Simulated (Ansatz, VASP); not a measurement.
## Al: VASP beside Ansatz

Contents of POSCAR:

```
Al
1.0
    0.0000000000      1.9966927595      1.9966927595
    1.9966927595      0.0000000000      1.9966927595
    1.9966927595      1.9966927595      0.0000000000
Al
1
Direct
    0.0000000000      0.0000000000      0.0000000000
```

File INCAR.step1:

```
PREC = Accurate
ENCUT = 520
ISMEAR = -1
SIGMA = 0.1
LREAL = F
LASPH = T
NELM = 100
NBANDS = 8
GGA = PE
ALGO = Normal
EDIFF = 1E-4
LWAVE = T
LCHARG = F
```

The input INCAR.step2:

```
PREC = Accurate
ENCUT = 520
EDIFF = 1E-6
ISMEAR = -1
SIGMA = 0.1
LREAL = F
LASPH = T
NELM = 100
ALGO = Normal
ISIF = 2
LWAVE = F
LCHARG = T
METAGGA = R2SCAN
LMIXTAU = T
LELF = T
LVHAR = T
NBANDS = 8
ISTART = 1
```

KPOINTS

```
Automatic mesh
0
Gamma
  22 22 22
```

Input for Ansatz:

```yaml
crystal:
  lattice:
    - [0.0, 1.9966927595, 1.9966927595]
    - [1.9966927595, 0.0, 1.9966927595]
    - [1.9966927595, 1.9966927595, 0.0]
  atoms:
    - { symbol: Al, position: [0.0, 0.0, 0.0] }
hamiltonian:
  xc: r2scan
  pseudopotentials:
    kind: paw
    azcp:
      Al: "pseudopotentials/Al.paw.azcp"
basis:
  ecutwfc: 500
  fft_grid_basis: typed
kpoints:
  mp_grid: { grid: [22, 22, 22], shift: [0, 0, 0] }
magnetization:
  spin_polarized: false
scf:
  occupations: { method: fermi_dirac, width: 0.1 }
  lower_state_search: "off"
output:
  stress: true
  write_density: true
  write_potential: true
  elf: true
  volumetric_format: npy
```

Alike in both runs: task single point; functional r2SCAN; k mesh 22 × 22 × 22; occupations fermi-dirac, width 0.1 eV; no spin polarisation.

```csv
,VASP,Ansatz
version,VASP 6.6.1,Ansatz 0.2.0
potentials or method,"VASP PAW PBE potentials, release 64 (Al), cutoff 520 eV","plane waves (500 eV) with PAW, scalar-relativistic"
valence electrons in the cell,3,3
```

|  | VASP | Ansatz | Ansatz less VASP |
| --- | --- | --- | --- |
| pressure (GPa) | -0.3 | 0.0 | +0.32 |

VASP's potentials were made for PBE, not for r2SCAN.
